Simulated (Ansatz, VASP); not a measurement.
## Sc3Al in VASP and in Ansatz

The input POSCAR:

```
Sc3Al
1.0
    4.5698053260      0.0000000000      0.0000000000
    0.0000000000      4.5698053260      0.0000000000
    0.0000000000      0.0000000000      4.5698053260
Sc Al
3 1
Direct
    0.5000000000      0.0000000000      0.5000000000
    0.0000000000      0.5000000000      0.5000000000
    0.5000000000      0.5000000000      0.0000000000
    0.0000000000      0.0000000000      0.0000000000
```

File INCAR.step1:

```
  ALGO = Normal
  EDIFF = 1E-4
  ENCUT = 520
  GGA = PE
  ISMEAR = 0
  LASPH = T
  LCHARG = F
  LREAL = F
  LWAVE = T
  NBANDS = 26
  NELM = 60
  PREC = Accurate
  SIGMA = 0.1
```

File INCAR.step2:

```
  ALGO = Normal
  EDIFF = 1E-7
  ENCUT = 520
  ISIF = 2
  ISMEAR = 0
  ISTART = 1
  LASPH = T
  LCHARG = F
  LMIXTAU = T
  LREAL = F
  LWAVE = F
  METAGGA = R2SCAN
  NBANDS = 26
  NELM = 60
  PREC = Accurate
  SIGMA = 0.1
```

KPOINTS

```
k-points
0
Gamma
  10 10 10
```

Input for Ansatz:

```yaml
crystal:
  lattice:
    - [4.569805326, 0.0, 0.0]
    - [0.0, 4.569805326, 0.0]
    - [0.0, 0.0, 4.569805326]
  atoms:
    - { symbol: Sc, position: [0.5, 0.0, 0.5] }
    - { symbol: Sc, position: [0.0, 0.5, 0.5] }
    - { symbol: Sc, position: [0.5, 0.5, 0.0] }
    - { symbol: Al, position: [0.0, 0.0, 0.0] }
basis:
  ecutwfc: 500
kpoints:
  mp_grid: { grid: [10, 10, 10] }
hamiltonian:
  xc: r2scan
scf:
  occupations: { method: gaussian, width: 0.1 }
output:
  forces: true
  stress: true
  eigenvalues: true
```

Alike in both runs: task single point; functional r2SCAN; k mesh 10 × 10 × 10; occupations gaussian, width 0.1 eV; no spin polarisation.

|  | VASP | Ansatz |
| --- | --- | --- |
| version | VASP 6.6.1 | Ansatz 0.2.0 |
| potentials or method | VASP PAW PBE potentials, release 64 (Sc_sv, Al), cutoff 520 eV | scalar-relativistic, plane waves, PAW |
| valence electrons in the cell | 36 | 36 |

Ansatz gave:

```
gap on the k mesh at the Fermi level (eV) : none
pressure (GPa)                            : -5.2
```

Problem. What did VASP give for the same quantities?

Solution. gap on the k mesh at the Fermi level (eV): none; pressure (GPa): -5.1.

VASP's potentials were made for PBE, not for r2SCAN. A gap of «none» marks a metal or a gap that the smearing closes. With one functional, cell and mesh, what is left measures potentials, basis and numerics.
